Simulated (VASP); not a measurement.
# In (I4/mmm) in VASP: settings compared

The runs below take In through single point, with LDA, PBEsol.

All numbers are computed with VASP 6.6.1; they aren't measurements. Logs are shortened: lines on timing, memory, paths and dates and some standing lists are left out, and cuts for length are marked.

### 1 The cell of the first run

The structure is tetragonal, space group I4/mmm (No. 139). The conventional cell has a = 3.229 Å, b = 3.229 Å, c = 4.914 Å, α = 90.00°, β = 90.00°, γ = 90.00°. In (site symmetry 4/mmm) has 12 In at 3.23 to 3.35 Å within 4.2 Å.

### 2 Single point, LDA (volume scaled by 0.98)

File INCAR:

```
SYSTEM = In
  ALGO = Normal
  EDIFF = 1E-6
  ENCUT = 520
  ISIF = 2
  ISMEAR = -1
  LASPH = .TRUE.
  LCHARG = .FALSE.
  LREAL = .FALSE.
  LWAVE = .FALSE.
  NBANDS = 12
  NELM = 60
  PREC = Accurate
  SIGMA = 0.05
```

File KPOINTS:

```
k-points
0
G
  11 11 11
  0 0 0
```

File POSCAR:

```
In
1.0
   -1.6145604767      1.6145604767      2.4570974863
    1.6145604767     -1.6145604767      2.4570974863
    1.6145604767      1.6145604767     -2.4570974863
In
1
Direct
    0.0000000000      0.0000000000      0.0000000000
```

Potentials or basis: VASP PAW LDA potentials, release 64 (In_d).

Command:

```bash
cat potpaw_LDA.64/In_d/POTCAR > POTCAR
mpirun -np 1 vasp_std > vasp.out
```

OUTCAR:

```text
SYSTEM = In
   EDIFF = 1E-6
   ENCUT = 520
   ISIF = 2
   ISMEAR = -1
   LASPH = .TRUE.
   LREAL = .FALSE.
   NELM = 60
   PREC = Accurate

 ion  position               nearest neighbor table
   1  0.000  0.000  0.000-

  LATTYP: Found a body centered tetragonal cell.
 ALAT       =     3.2291209534
 C/A-ratio  =     1.5218367610

  Lattice vectors:

 A1 = (  -1.6145604767,   1.6145604767,   2.4570974863)
 A2 = (   1.6145604767,  -1.6145604767,   2.4570974863)
 A3 = (   1.6145604767,   1.6145604767,  -2.4570974863)

Analysis of symmetry for initial positions (statically):
=====================================================================
 Subroutine PRICEL returns:
 Original cell was already a primitive cell.

 Routine SETGRP: Setting up the symmetry group for a
 body centered tetragonal supercell.

 Subroutine GETGRP returns: Found 16 space group operations
 (whereof 16 operations were pure point group operations)
 out of a pool of 16 trial point group operations.

The static configuration has the point symmetry D_4h.

Analysis of symmetry for dynamics (positions and initial velocities):
=====================================================================
 Subroutine PRICEL returns:
 Original cell was already a primitive cell.

 Routine SETGRP: Setting up the symmetry group for a
 body centered tetragonal supercell.

 Subroutine GETGRP returns: Found 16 space group operations
 (whereof 16 operations were pure point group operations)
 out of a pool of 16 trial point group operations.

The dynamic configuration has the point symmetry D_4h.

 Subroutine INISYM returns: Found 16 space group operations
 (whereof 16 operations are pure point group operations),
 and found     1 'primitive' translations

----------------------------------------------------------------------------------------

                                     Primitive cell

  volume of cell :      25.6207

  direct lattice vectors                    reciprocal lattice vectors
    -1.614560477  1.614560477  2.457097486     0.000000000  0.309681803  0.203492130
     1.614560477 -1.614560477  2.457097486     0.309681803  0.000000000  0.203492130
     1.614560477  1.614560477 -2.457097486     0.309681803  0.309681803  0.000000000

  length of vectors
     3.354241960  3.354241960  3.354241960     0.370556158  0.370556158  0.437956206

  position of ions in fractional coordinates (direct lattice)
     0.000000000  0.000000000  0.000000000

  ion indices of the primitive-cell ions
   primitive index   ion index
                 1           1

----------------------------------------------------------------------------------------

 KPOINTS: k-points

Automatic generation of k-mesh.
 Grid dimensions read from file:
 generate k-points for:   11   11   11

 Generating k-lattice:

  Cartesian coordinates                     Fractional coordinates (reciprocal lattice)
     0.000000000  0.028152891  0.018499285     0.090909091 -0.000000000  0.000000000
     0.028152891  0.000000000  0.018499285    -0.000000000  0.090909091  0.000000000
     0.028152891  0.028152891  0.000000000     0.000000000  0.000000000  0.090909091

  Length of vectors
     0.033686923  0.033686923  0.039814201

  Shift w.r.t. Gamma in fractional coordinates (k-lattice)
     0.000000000  0.000000000  0.000000000

 Subroutine IBZKPT returns following result:
 ===========================================

 Found    126 irreducible k-points:

 Following reciprocal coordinates:
            Coordinates               Weight
  0.000000  0.000000  0.000000      1.000000
  0.090909 -0.000000  0.000000      8.000000
  0.181818 -0.000000  0.000000      8.000000
  0.272727 -0.000000  0.000000      8.000000
  0.363636  0.000000 -0.000000      8.000000
  0.454545  0.000000 -0.000000      8.000000
[... 16 lines left out ...]
 -0.272727  0.181818 -0.000000     16.000000
 -0.181818  0.181818  0.000000      4.000000
 [... further k-points ...]
   k-points           NKPTS =    126   k-points in BZ     NKDIM =    126   number of bands    NBANDS=     12
   number of dos      NEDOS =    301   number of ions     NIONS =      1
   total plane-waves  NPLWV =  21952
   dimension x,y,z NGX =    28 NGY =   28 NGZ =   28
   dimension x,y,z NGXF=    56 NGYF=   56 NGZF=   56
   ions per type =               1
   NGX,Y,Z   is equivalent  to a cutoff of  13.88, 13.88, 13.88 a.u.
   NGXF,Y,Z  is equivalent  to a cutoff of  27.76, 27.76, 27.76 a.u.
 SYSTEM =  In
   PREC   = accura    normal or accurate (medium, high low for compatibility)
   ISTART =      0    job   : 0-new  1-cont  2-samecut
   ICHARG =      2    charge: 1-file 2-atom 10-const
   ISPIN  =      1    spin polarized calculation?
   LNONCOLLINEAR =      F non collinear calculations
   LSORBIT =      F    spin-orbit coupling
   LASPH  =      T    aspherical Exc in radial PAW
   ENCUT  =  520.0 eV  38.22 Ry    6.18 a.u.   6.24  6.24  6.24*2*pi/ulx,y,z
   NELM   =     60;   NELMIN=  2; NELMDL= -5     # of ELM steps
   EDIFF  = 0.1E-05   stopping-criterion for ELM
   LREAL  =      F    real-space projection
   EDIFFG = 0.1E-04   stopping-criterion for IOM
   NSW    =      0    number of steps for IOM
   IBRION =     -1    ionic relax: 0-MD 1-quasi-New 2-CG
   NFREE  =      0    steps in history (QN), initial steepest desc. (CG)
   ISIF   =      2    stress and relaxation
   ISYM   =      2    0-nonsym 1-usesym 2-fastsym
   POTIM  = 0.5000    time-step for ionic-motion
   TEBEG  =    0.0;   TEEND  =   0.0 temperature during run
   PSTRESS=    0.0 pullay stress
   NELECT =      13.0000    total number of electrons
   NUPDOWN=      -1.0000    fix difference up-down
   EMIN   =  10.00;   EMAX   =-10.00  energy-range for DOS
   EFERMI =   0.00;   METHOD = LEGACY
   ISMEAR =    -1;   SIGMA  =   0.05  broadening in eV -4-tet -1-fermi 0-gaus
   EFERMI_NEDOS =   21; number of points for ismear=-14 and -15
   IALGO  =     38    algorithm
   IMIX   =      4    mixing-type and parameters
     AMIX     =   0.40;   BMIX     =  1.00
     AMIX_MAG =   1.60;   BMIX_MAG =  1.00
  volume/ion in A,a.u.               =      25.62       172.90
  Fermi-wavevector in a.u.,A,eV,Ry     =   1.305747  2.467504 23.197586  1.704975
  Thomas-Fermi vector in A             =   2.436595
   LORBIT       =      0    0 simple, 1 ext, 2 COOP (PROOUT), +10 PAW based schemes
   GGA     = CA    functional components
   LHFCALC =     F    Hartree Fock is set to
   AEXX    =    0.0000 exact exchange contribution
   IVDW    =     0    specifies the selected vdW correction
   LEPSILON=     F    determine dielectric tensor
   LRPA    =     F    only Hartree local field effects (RPA)
 non-spin polarized calculation
  energy-cutoff  :      520.00
  volume of cell :       25.62
 maximum number of plane-waves:       717
 NGX is ok and might be reduce to    28
   NGX = 13   NGY = 13   NGZ = 13

 number of electron      13.0000004 magnetization

 Free energy of the ion-electron system (eV)
  ---------------------------------------------------
  ext. energy  EPLUGINS =         0.00000000
  ---------------------------------------------------
  free energy    TOTEN  =        -3.21159817 eV

  energy without entropy =       -3.20775494  energy(sigma->0) =       -3.20967655

 E-fermi :   7.4789     XC(G=0): -10.6264

 val. band max:        7.4652522697   @ k =  -0.4545   0.4545   0.2727
 cond. band min:       7.5084169357   @ k =  -0.4545  -0.4545   0.1818
 fundamental gap:      0.0431646660
 Fermi energy:         7.4789277857

 k-point     1 :       0.0000    0.0000    0.0000
  band No.  band energies     occupation
      1      -7.1921      2.00000
      2      -7.0775      2.00000
      3      -7.0775      2.00000
      4      -6.9892      2.00000
      5      -6.8791      2.00000
      6      -2.2523      2.00000
      7      18.0668      0.00000
      8      18.0668      0.00000
      9      18.2397      0.00000
     10      19.1877      0.00000
     11      21.6541      0.00000
     12      21.7730      0.00000

 k-point     2 :       0.0909   -0.0000    0.0000
  band No.  band energies     occupation
      1      -7.1786      2.00000
      2      -7.0786      2.00000
      3      -7.0638      2.00000
      4      -6.9858      2.00000
      5      -6.8844      2.00000
      6      -2.0681      2.00000
      7      16.0947      0.00000
      8      17.7521      0.00000
      9      17.8560      0.00000
     10      18.9982      0.00000
     11      21.9793      0.00000
     12      22.2425      0.00000

 k-point     3 :       0.1818   -0.0000    0.0000
  band No.  band energies     occupation
      1      -7.1580      2.00000
      2      -7.0893      2.00000
      3      -7.0359      2.00000
      4      -6.9566      2.00000
      5      -6.8897      2.00000
      6      -1.5084      2.00000
      7      12.9445      0.00000
      8      16.8960      0.00000
      9      17.4380      0.00000
     10      18.9554      0.00000
     11      20.8734      0.00000
     12      23.3175      0.00000
[... 286 lines left out ...]
 k-point    23 :      -0.2727    0.1818   -0.0000
  band No.  band energies     occupation
      1      -7.1781      2.00000
      2      -7.0427      2.00000
      3      -6.9889      2.00000
      4      -6.9610      2.00000
      5      -6.8640      2.00000
      6      -0.5007      2.00000
      7      12.2000      0.00000
      8      14.0124      0.00000
      9      15.2882      0.00000
     10      17.1815      0.00000
     11      18.1294      0.00000
     12      23.7225      0.00000

 k-point    24 :      -0.1818    0.1818    0.0000
  band No.  band energies     occupation
      1      -7.1529      2.00000
      2      -7.0506      2.00000
      3      -6.9977      2.00000
      4      -6.9922      2.00000
      5      -6.9022      2.00000
      6      -1.2156      2.00000
      7      14.6819      0.00000
      8      14.9324      0.00000
      9      15.6392      0.00000
     10      16.9670      0.00000
     11      19.1434      0.00000
     12      24.1129      0.00000

 [... further k-points ...]
[... 5 lines left out ...]
  --------------------------------------------------------------------------------------
  -------------------------------------------------------------------------------------
  Total       -0.2676085     -0.2676085     -0.3144434      0.0000000     -0.0000000      0.0000000
  in kB      -16.7347598    -16.7347598    -19.6635572      0.0000000     -0.0000000      0.0000000
  external PRESSURE =     -17.7110256 kB  Pullay stress =       0.0000000 kB

 VOLUME and BASIS-vectors are now :
 -----------------------------------------------------------------------------
  energy-cutoff  :      520.00
  volume of cell :       25.62
      direct lattice vectors                 reciprocal lattice vectors
    -1.614560477  1.614560477  2.457097486     0.000000000  0.309681803  0.203492130
     1.614560477 -1.614560477  2.457097486     0.309681803  0.000000000  0.203492130
     1.614560477  1.614560477 -2.457097486     0.309681803  0.309681803  0.000000000

 POSITION                                       TOTAL-FORCE (eV/Angst)
 -----------------------------------------------------------------------------------
      0.00000      0.00000      0.00000        -0.000000      0.000000      0.000000
 -----------------------------------------------------------------------------------
    total drift:                               -0.000000     -0.000000     -0.000000

  FREE ENERGIE OF THE ION-ELECTRON SYSTEM (eV)
  ---------------------------------------------------
  free  energy   TOTEN  =        -3.2115981652 eV

  energy  without entropy=       -3.2077549390  energy(sigma->0) =       -3.20967655
```

Wall time 31 s (1 thread of Intel Xeon Platinum 8259CL at 2.50GHz (Skylake/Cascade Lake), shared host); peak memory 0.16 GiB.

What came out:

```yaml
Free_energy: -3.2116 eV
Pressure: -1.8 GPa
```

Levels at points of the mesh, in eV from the Fermi level:
| k point | band 4 | band 5 | band 6 | band 7 | band 8 | band 9 |
| --- | --- | --- | --- | --- | --- | --- |
| (0.00, 0.00, 0.00) | -14.47 | -14.36 | -9.73 | 10.59 | 10.59 | 10.76 |

Caveat: spin-orbit coupling is left out, which moves the levels of the heavy elements.

### 3 Single point, LDA (volume scaled by 1.02)

File INCAR:

```
ALGO = Normal
EDIFF = 1E-6
ENCUT = 520
GGA = CA
ISIF = 2
ISMEAR = -1
LASPH = T
LCHARG = F
LREAL = F
LWAVE = F
NBANDS = 12
NELM = 60
PREC = Accurate
SIGMA = 0.05
```

File KPOINTS:

```
k-points
0
Gamma
  11 11 11
```

File POSCAR:

```
In
1.0
   -1.6362350157      1.6362350157      2.4900825966
    1.6362350157     -1.6362350157      2.4900825966
    1.6362350157      1.6362350157     -2.4900825966
In
1
Direct
    0.0000000000      0.0000000000      0.0000000000
```

Potentials or basis: VASP PAW LDA potentials, release 64 (In_d).

Command:

```bash
cat potpaw_LDA.64/In_d/POTCAR > POTCAR
mpirun -np 1 vasp_std > vasp.out
```

Run time: 29 s. Hardware: 1 thread of Intel Xeon Platinum 8259CL at 2.50GHz (Skylake/Cascade Lake), shared host; peak memory 0.16 GiB.

Results (log left out):

```yaml
Free_energy: -3.1957 eV
Pressure: -3.2 GPa
```

Levels at points of the mesh, in eV from the Fermi level:
```
           k point  band 2  band 3  band 4  band 5  band 6  band 7  band 8  band 9  band 10  band 11
(0.00, 0.00, 0.00)  -14.51  -14.51  -14.43  -14.33   -9.45   10.23   10.23   10.38    11.63    13.83
```

Caveat: spin-orbit coupling is left out, which moves the levels of the heavy elements.

(Part 1 of 3 ends here.)
